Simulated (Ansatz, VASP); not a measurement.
**CdAuC6N6: VASP beside Ansatz**

```
Cd C Au N
1.0
     0.00000    5.63443    5.63443
     5.63443    0.00000    5.63443
     5.63443    5.63443    0.00000
Cd C Au N
1 6 1 6
Direct
  0.50000 0.50000 0.50000
  0.81144 0.18856 0.18856
  0.18856 0.81144 0.18856
  0.18856 0.18856 0.81144
  0.18856 0.81144 0.81144
  0.81144 0.18856 0.81144
  0.81144 0.81144 0.18856
  0.00000 0.00000 0.00000
  0.70843 0.29157 0.29157
  0.29157 0.70843 0.29157
  0.29157 0.29157 0.70843
  0.29157 0.70843 0.70843
  0.70843 0.29157 0.70843
  0.70843 0.70843 0.29157
```

Alike in both runs: functional PBE; k mesh 4 × 4 × 4; occupations gaussian, width 0.1 eV; collinear spin.

Ansatz relaxed the structure, and its values are those at the end. VASP's run is a single point on that final structure, the one shown.

```csv
,VASP,Ansatz
version,VASP 6.6.1,Ansatz 0.2.0
potentials or method,"VASP PAW PBE potentials, release 64 (Cd, C, Au, N), cutoff 520 eV","scalar-relativistic, plane waves, PAW"
valence electrons in the cell,77,93
```

|  | VASP | Ansatz | Ansatz less VASP |
| --- | --- | --- | --- |
| gap on the k mesh at the Fermi level (eV) | none | none | - |
| pressure (GPa) | 0.4 | 0.0 | -0.39 |
| rms of the force components (eV/Å) | 0.250 | 0.016 | -0.2342 |
| net moment per atom (μB) | 0.07 | 0.07 | 0.000 |
| size of the moment on the site where the two differ most (μB) | 0.08 | 0.03 | -0.043 |

Site moments also hang on the region over which each program counts them. A gap of «none» marks a metal or a gap that the smearing closes. One of these differences is far larger than is usual between the two programs; its cause wasn't traced. With one functional, cell and mesh, what is left measures potentials, basis and numerics. VASP's potentials hold 77 valence electrons a cell and Ansatz's 93, so a difference there can come from the potentials and not from the codes.

Neither program's run includes spin-orbit coupling. Noted on VASP's run: the standard files for N, O and F lose accuracy on very short bonds.
